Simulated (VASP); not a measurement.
## Nb: single point with PBEsol

The system is Nb.

```
Nb
1.0
     0.00000    2.11500    2.11500
     2.11500    0.00000    2.11500
     2.11500    2.11500    0.00000
Nb
1
Cartesian
  0.0000 0.0000 0.0000
```

* Program: VASP 6.6.1
* Task: single point
* Functional: PBEsol
* Potentials or basis: VASP PAW PBE potentials, release 64 (Nb_sv)
* Cutoff: 520 eV
* k mesh: 16 × 16 × 16
* Occupations: fermi-dirac, width 0.05 eV
* Spin: no spin polarisation

| Property | Result |
| --- | --- |
| Pressure | -7.1 GPa |

Levels at points of the mesh, in eV from the Fermi level:
```csv
k point,band 4,band 5,band 6,band 7,band 8,band 9
"(0.00, 0.00, 0.00)",-30.12,-6.22,0.12,0.12,0.12,2.68
"(0.50, 0.00, 0.00)",-30.27,-3.81,-0.07,-0.07,1.35,4.64
"(0.50, 0.50, 0.00)",-30.53,-4.02,-3.27,3.53,4.61,5.20
```

Run time: 2.7 min on 1 thread of AMD EPYC 7R13 (shared host), peak memory 0.13 GiB.

Caveat: the PAW data sets were made with another functional, which shifts forces and pressure a little.
